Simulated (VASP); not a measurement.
# LiH (rocksalt type) (Fm-3m) in VASP: further runs

Runs on LiH (rocksalt type). Level: PBE. Tasks: single point.

All numbers are computed with VASP 6.6.1; they aren't measurements. Logs are shortened: lines on timing, memory, paths and dates and some standing lists are left out, and cuts for length are marked.

## (1) The cell of the first run

The structure is cubic, space group Fm-3m (No. 225). Conventional cell: a = 4.007 Å, b = 4.007 Å, c = 4.007 Å, α = 90.00°, β = 90.00°, γ = 90.00°. Li (site symmetry m-3m) has 6 H at 2.00 Å within 2.7 Å. H (site symmetry m-3m) has 6 Li at 2.00 Å within 2.7 Å.

## (2) Single point, PBE

Input file INCAR:

```
  ALGO = Normal
  EDIFF = 1E-6
  ENCUT = 520
  GGA = PE
  ISIF = 2
  ISMEAR = -1
  LASPH = T
  LCHARG = T
  LELF = T
  LREAL = F
  LVHAR = T
  LWAVE = F
  NBANDS = 9
  NELM = 80
  PREC = Accurate
  SIGMA = 0.08
```

Input file KPOINTS:

```
k-points
0
Gamma
  14 14 14
```

Input file POSCAR:

```
LiH
1.0
    0.0000000000      2.0034924263      2.0034924263
    2.0034924263      0.0000000000      2.0034924263
    2.0034924263      2.0034924263      0.0000000000
Li H
1 1
Direct
    0.0000000000      0.0000000000      0.0000000000
    0.5000000000      0.5000000000      0.5000000000
```

Potentials or basis: VASP PAW PBE potentials, release 64 (Li_sv, H).

Command:

```bash
cat potpaw_PBE.64/Li_sv/POTCAR potpaw_PBE.64/H/POTCAR > POTCAR
mpirun -np 1 vasp_std > vasp.out
```

OUTCAR:

```text
EDIFF = 1E-6
   ENCUT = 520
   GGA = PE
   ISIF = 2
   ISMEAR = -1
   LASPH = T
   LREAL = F
   NELM = 80
   PREC = Accurate

 ion  position               nearest neighbor table
   1  0.000  0.000  0.000-
   2  0.500  0.500  0.500-

  LATTYP: Found a face centered cubic cell.
 ALAT       =     4.0069848526

  Lattice vectors:

 A1 = (   0.0000000000,   2.0034924263,   2.0034924263)
 A2 = (   2.0034924263,   0.0000000000,   2.0034924263)
 A3 = (   2.0034924263,   2.0034924263,   0.0000000000)

Analysis of symmetry for initial positions (statically):
=====================================================================
 Subroutine PRICEL returns:
 Original cell was already a primitive cell.

 Routine SETGRP: Setting up the symmetry group for a
 face centered cubic supercell.

 Subroutine GETGRP returns: Found 48 space group operations
 (whereof 48 operations were pure point group operations)
 out of a pool of 48 trial point group operations.

The static configuration has the point symmetry O_h .

Analysis of symmetry for dynamics (positions and initial velocities):
=====================================================================
 Subroutine PRICEL returns:
 Original cell was already a primitive cell.

 Routine SETGRP: Setting up the symmetry group for a
 face centered cubic supercell.

 Subroutine GETGRP returns: Found 48 space group operations
 (whereof 48 operations were pure point group operations)
 out of a pool of 48 trial point group operations.

The dynamic configuration has the point symmetry O_h .

 Subroutine INISYM returns: Found 48 space group operations
 (whereof 48 operations are pure point group operations),
 and found     1 'primitive' translations

----------------------------------------------------------------------------------------

                                     Primitive cell

  volume of cell :      16.0840

  direct lattice vectors                    reciprocal lattice vectors
     0.000000000  2.003492426  2.003492426    -0.249564208  0.249564208  0.249564208
     2.003492426  0.000000000  2.003492426     0.249564208 -0.249564208  0.249564208
     2.003492426  2.003492426  0.000000000     0.249564208  0.249564208 -0.249564208

  length of vectors
     2.833366161  2.833366161  2.833366161     0.432257887  0.432257887  0.432257887

  position of ions in fractional coordinates (direct lattice)
     0.000000000  0.000000000  0.000000000
     0.500000000  0.500000000  0.500000000

  ion indices of the primitive-cell ions
   primitive index   ion index
                 1           1
                 2           2

----------------------------------------------------------------------------------------

 KPOINTS: k-points

Automatic generation of k-mesh.
 Grid dimensions read from file:
 generate k-points for:   14   14   14

 Generating k-lattice:

  Cartesian coordinates                     Fractional coordinates (reciprocal lattice)
    -0.017826015  0.017826015  0.017826015     0.071428571  0.000000000  0.000000000
     0.017826015 -0.017826015  0.017826015     0.000000000  0.071428571  0.000000000
     0.017826015  0.017826015 -0.017826015     0.000000000  0.000000000  0.071428571

  Length of vectors
     0.030875563  0.030875563  0.030875563

  Shift w.r.t. Gamma in fractional coordinates (k-lattice)
     0.000000000  0.000000000  0.000000000

 Subroutine IBZKPT returns following result:
 ===========================================

 Found    104 irreducible k-points:

 Following reciprocal coordinates:
            Coordinates               Weight
  0.000000  0.000000  0.000000      1.000000
  0.071429  0.000000  0.000000      8.000000
  0.142857  0.000000  0.000000      8.000000
  0.214286  0.000000  0.000000      8.000000
  0.285714  0.000000  0.000000      8.000000
  0.357143  0.000000  0.000000      8.000000
[... 16 lines left out ...]
  0.214286  0.142857  0.000000     24.000000
  0.285714  0.142857  0.000000     24.000000
 [... further k-points ...]
   k-points           NKPTS =    104   k-points in BZ     NKDIM =    104   number of bands    NBANDS=      9
   number of dos      NEDOS =    301   number of ions     NIONS =      2
   total plane-waves  NPLWV =  13824
   dimension x,y,z NGX =    24 NGY =   24 NGZ =   24
   dimension x,y,z NGXF=    48 NGYF=   48 NGZF=   48
   ions per type =               1   1
   NGX,Y,Z   is equivalent  to a cutoff of  14.08, 14.08, 14.08 a.u.
   NGXF,Y,Z  is equivalent  to a cutoff of  28.16, 28.16, 28.16 a.u.
 SYSTEM =  unknown system
   PREC   = accura    normal or accurate (medium, high low for compatibility)
   ISTART =      0    job   : 0-new  1-cont  2-samecut
   ICHARG =      2    charge: 1-file 2-atom 10-const
   ISPIN  =      1    spin polarized calculation?
   LNONCOLLINEAR =      F non collinear calculations
   LSORBIT =      F    spin-orbit coupling
   LASPH  =      T    aspherical Exc in radial PAW
   ENCUT  =  520.0 eV  38.22 Ry    6.18 a.u.   5.27  5.27  5.27*2*pi/ulx,y,z
   NELM   =     80;   NELMIN=  2; NELMDL= -5     # of ELM steps
   EDIFF  = 0.1E-05   stopping-criterion for ELM
   LREAL  =      F    real-space projection
   EDIFFG = 0.1E-04   stopping-criterion for IOM
   NSW    =      0    number of steps for IOM
   IBRION =     -1    ionic relax: 0-MD 1-quasi-New 2-CG
   NFREE  =      0    steps in history (QN), initial steepest desc. (CG)
   ISIF   =      2    stress and relaxation
   ISYM   =      2    0-nonsym 1-usesym 2-fastsym
   POTIM  = 0.5000    time-step for ionic-motion
   TEBEG  =    0.0;   TEEND  =   0.0 temperature during run
   PSTRESS=    0.0 pullay stress
   NELECT =       4.0000    total number of electrons
   NUPDOWN=      -1.0000    fix difference up-down
   EMIN   =  10.00;   EMAX   =-10.00  energy-range for DOS
   EFERMI =   0.00;   METHOD = LEGACY
   ISMEAR =    -1;   SIGMA  =   0.08  broadening in eV -4-tet -1-fermi 0-gaus
   EFERMI_NEDOS =   21; number of points for ismear=-14 and -15
   IALGO  =     38    algorithm
   IMIX   =      4    mixing-type and parameters
     AMIX     =   0.40;   BMIX     =  1.00
     AMIX_MAG =   1.60;   BMIX_MAG =  1.00
  volume/ion in A,a.u.               =       8.04        54.27
  Fermi-wavevector in a.u.,A,eV,Ry     =   1.029510  1.945491 14.420683  1.059890
  Thomas-Fermi vector in A             =   2.163561
   LORBIT       =      0    0 simple, 1 ext, 2 COOP (PROOUT), +10 PAW based schemes
   GGA     = PE    functional components
   LHFCALC =     F    Hartree Fock is set to
   AEXX    =    0.0000 exact exchange contribution
   IVDW    =     0    specifies the selected vdW correction
   LEPSILON=     F    determine dielectric tensor
   LRPA    =     F    only Hartree local field effects (RPA)
 non-spin polarized calculation
  energy-cutoff  :      520.00
  volume of cell :       16.08
 maximum number of plane-waves:       444
 NGX is ok and might be reduce to    24
   NGX = 11   NGY = 11   NGZ = 11

 number of electron       3.9999995 magnetization

 Free energy of the ion-electron system (eV)
  ---------------------------------------------------
  ext. energy  EPLUGINS =         0.00000000
  ---------------------------------------------------
  free energy    TOTEN  =        -6.12707353 eV

  energy without entropy =       -6.12707353  energy(sigma->0) =       -6.12707353

 E-fermi :   1.5919     XC(G=0):  -8.5153

 val. band max:        0.0966117814   @ k =   0.5000   0.5000   0.0000
 cond. band min:       3.0750300766   @ k =   0.5000   0.5000   0.0000
 fundamental gap:      2.9784182952
 Fermi energy:         1.5919235667

 k-point     1 :       0.0000    0.0000    0.0000
  band No.  band energies     occupation
      1     -44.1929      2.00000
      2      -5.3410      2.00000
      3      16.2070      0.00000
      4      17.9996      0.00000
      5      17.9996      0.00000
      6      17.9996      0.00000
      7      22.7172      0.00000
      8      22.7172      0.00000
      9      22.7172      0.00000

 k-point     2 :       0.0714    0.0000    0.0000
  band No.  band energies     occupation
      1     -44.1907      2.00000
      2      -5.2505      2.00000
      3      15.4404      0.00000
      4      17.3923      0.00000
      5      17.7815      0.00000
      6      17.7815      0.00000
      7      22.1525      0.00000
      8      23.1771      0.00000
      9      23.1771      0.00000

 k-point     3 :       0.1429    0.0000    0.0000
  band No.  band energies     occupation
      1     -44.1843      2.00000
      2      -4.9822      2.00000
      3      13.3982      0.00000
      4      16.4380      0.00000
      5      17.3296      0.00000
      6      17.3296      0.00000
      7      22.3853      0.00000
      8      24.0679      0.00000
      9      24.0679      0.00000

 k-point     4 :       0.2143    0.0000    0.0000
  band No.  band energies     occupation
      1     -44.1750      2.00000
      2      -4.5481      2.00000
      3      10.9918      0.00000
      4      15.5666      0.00000
      5      16.9086      0.00000
      6      16.9086      0.00000
      7      23.0402      0.00000
      8      23.0402      0.00000
      9      23.1818      0.00000
[... 205 lines left out ...]
 k-point    22 :       0.1429    0.1429    0.0000
  band No.  band energies     occupation
      1     -44.1815      2.00000
      2      -4.8514      2.00000
      3      13.9516      0.00000
      4      15.3466      0.00000
      5      15.3466      0.00000
      6      18.8030      0.00000
      7      18.8289      0.00000
      8      24.6721      0.00000
      9      26.5664      0.00000

 k-point    23 :       0.2143    0.1429    0.0000
  band No.  band energies     occupation
      1     -44.1745      2.00000
      2      -4.5159      2.00000
      3      12.3810      0.00000
      4      14.3273      0.00000
      5      14.6315      0.00000
      6      18.3801      0.00000
      7      18.9590      0.00000
      8      24.3801      0.00000
      9      27.3768      0.00000

 k-point    24 :       0.2857    0.1429    0.0000
  band No.  band energies     occupation
      1     -44.1655      2.00000
      2      -4.0180      2.00000
      3      10.2030      0.00000
      4      13.2764      0.00000
      5      14.1613      0.00000
      6      17.7978      0.00000
      7      20.1669      0.00000
      8      23.9042      0.00000
      9      26.1899      0.00000

 [... further k-points ...]
[... 5 lines left out ...]
  --------------------------------------------------------------------------------------
  -------------------------------------------------------------------------------------
  Total       -0.0252124     -0.0252124     -0.0252124      0.0000000     -0.0000000     -0.0000000
  in kB       -2.5114918     -2.5114918     -2.5114918      0.0000000     -0.0000000     -0.0000000
  external PRESSURE =      -2.5114918 kB  Pullay stress =       0.0000000 kB

 VOLUME and BASIS-vectors are now :
 -----------------------------------------------------------------------------
  energy-cutoff  :      520.00
  volume of cell :       16.08
      direct lattice vectors                 reciprocal lattice vectors
     0.000000000  2.003492426  2.003492426    -0.249564208  0.249564208  0.249564208
     2.003492426  0.000000000  2.003492426     0.249564208 -0.249564208  0.249564208
     2.003492426  2.003492426  0.000000000     0.249564208  0.249564208 -0.249564208

 POSITION                                       TOTAL-FORCE (eV/Angst)
 -----------------------------------------------------------------------------------
      0.00000      0.00000      0.00000         0.000000      0.000000      0.000000
      2.00349      2.00349      2.00349        -0.000000     -0.000000     -0.000000
 -----------------------------------------------------------------------------------
    total drift:                                0.000000     -0.000000     -0.000000

  FREE ENERGIE OF THE ION-ELECTRON SYSTEM (eV)
  ---------------------------------------------------
  free  energy   TOTEN  =        -6.1270735266 eV

  energy  without entropy=       -6.1270735264  energy(sigma->0) =       -6.12707353
```

It took 4.8 s on 1 thread of Intel Xeon 6975P-C (Granite Rapids), shared host; peak memory 0.13 GiB.

What came out:

- Free energy: -6.1271 eV
- Band gap on the k mesh: 2.98 eV, direct

Levels at points of the mesh, in eV from the valence-band top:
```tsv
k point	band 1	band 2	band 3	band 4	band 5
(0.00, 0.00, 0.00)	-44.29	-5.44	16.11	17.90	17.90
(0.50, 0.00, 0.00)	-44.24	-2.63	4.92	13.67	16.51
(0.50, 0.50, 0.00)	-44.23	0.00	2.98	10.82	10.82
```

Caveat: the cutoff is under 1.25 times the usual one of these potentials, so pressure, stress and relaxed cells hold a basis-set (Pulay) error.

[end of part 1 of 2]
